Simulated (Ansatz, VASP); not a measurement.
## Two plane-wave programs on BaTiO3

```xyz
5
Lattice="2.8605 1.6515 2.3462 -2.8605 1.6515 2.3462 0.0000 -3.3030 2.3462" Properties=species:S:1:pos:R:3 pbc="T T T"
Ba    0.0000    0.0000    0.0083
Ti    0.0000    0.0000    3.5987
O    -1.4082    0.8130    4.5954
O     0.0000   -1.6260    4.5954
O     1.4082    0.8130    4.5954
```

Alike in both runs: task single point; functional PBE; k mesh 6 × 6 × 6; occupations gaussian, width 0.02 eV; no spin polarisation; Hubbard terms Ti d U = 4.0 eV.

|  | VASP | Ansatz |
| --- | --- | --- |
| version | VASP 6.6.1 | Ansatz 0.2.0 |
| potentials or method | VASP PAW PBE potentials, release 64 (Ba_sv, Ti_sv, O_h), cutoff 1340 eV | scalar-relativistic, plane waves, PAW |
| valence electrons in the cell | 40 | 40 |

```csv
,VASP,Ansatz,Ansatz less VASP
gap on the k mesh at the Fermi level (eV),2.63,2.64,+0.019
least direct gap on the mesh (eV),3.03,3.03,+0.003
pressure (GPa),3.2,0.0,-3.18
"traceless stress, the component that is largest in VASP (GPa)",-0.27,0.00,+0.272
rms of the force components (eV/Å),0.215,0.001,-0.2143
```

The programs project onto different local orbitals, so the same U acts differently, and such runs can settle in different states. Atom by atom the forces differ by 0.216 eV/Å (rms over components).

Neither program's run includes spin-orbit coupling.
